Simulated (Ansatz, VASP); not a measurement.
# CaO: VASP beside Ansatz

```
Ca O
1.0
     0.00000    2.39755    2.39755
     2.54092    0.00000    2.39755
     2.54092    2.39755    0.00000
Ca O
1 1
Cartesian
  0.0000 0.0000 0.0000
  2.5409 2.3976 2.3976
```

Change from the starting cell: uniaxial_x strain +6.0%.

Alike in both runs: task single point; functional PBE; k mesh 10 × 10 × 10; occupations fermi-dirac, width 0.02 eV; no spin polarisation.

|  | VASP | Ansatz |
| --- | --- | --- |
| version | VASP 6.6.1 | Ansatz 0.2.0 |
| potentials or method | VASP PAW PBE potentials, release 64 (Ca_sv, O) | plane waves, PAW |
| plane-wave cutoff (eV) | 520 | 420 |
| valence electrons in the cell | 16 | 16 |

```tsv
	VASP	Ansatz	Ansatz less VASP
gap on the k mesh at the Fermi level (eV)	3.57	3.59	+0.018
pressure (GPa)	-2.3	-2.8	-0.49
traceless stress, the component that is largest in VASP (GPa)	-4.26	-4.06	+0.200
```

With one functional, cell and mesh, what is left measures potentials, basis and numerics.
